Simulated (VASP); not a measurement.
Zr5TiN6, 12 atoms in the cell. Symmetry: P4/mmm, No. 123, tetragonal system. The conventional cell has a = 3.219 Å, b = 3.219 Å, c = 13.629 Å, α = 90.00°, β = 90.00°, γ = 90.00°. Zr (site symmetry 4mm) has 6 N at 2.28 to 2.32 Å within 3.0 Å. Zr (site symmetry 4/mmm) has 6 N at 2.28 to 2.31 Å within 3.0 Å. Within 2.9 Å of Zr (site symmetry 4mm) lie 6 N at 2.18 to 2.33 Å. Ti (site symmetry 4/mmm) has 6 N at 2.19 to 2.28 Å within 2.9 Å. Within 3.0 Å of N (site symmetry 4/mmm) lie 6 Zr at 2.28 to 2.30 Å. N (site symmetry 4mm) has 6 Zr at 2.28 to 2.33 Å within 3.0 Å. Within 2.9 Å of N (site symmetry 4mm) lie 1 Ti at 2.19 Å and 5 Zr at 2.28 to 2.32 Å. N (site symmetry 4/mmm) has 2 Zr at 2.18 Å and 4 Ti at 2.28 Å within 2.9 Å. 

* Program: VASP 6.6.1
* Task: single point
* Functional: PBE
* Potentials or basis: VASP PAW PBE potentials, release 64 (Zr_sv, Ti_sv, N)
* Cutoff: 520 eV
* k mesh: 6 × 6 × 2
* Occupations: gaussian, width 0.1 eV
* Spin: no spin polarisation
* Dipole correction: no
* Further INCAR settings: ALGO = Normal; EDIFF = 1e-06; NBANDS = 63

Potentials or basis: VASP PAW PBE potentials, release 64 (Zr_sv, Ti_sv, N).

Run with:

```bash
$ cat potpaw_PBE.64/Zr_sv/POTCAR potpaw_PBE.64/Ti_sv/POTCAR potpaw_PBE.64/N/POTCAR > POTCAR
$ mpirun -np 1 vasp_std > vasp.out
```

Hardware: 1 thread of Intel Xeon 8259CL (shared host).

**Question.** Estimate the wall time of this run.

**Answer.** Run time: 7.2 min on 1 thread of Intel Xeon 8259CL, with other jobs on the host, peak memory 0.31 GiB. Counts: scf iterations 21, k points 20.
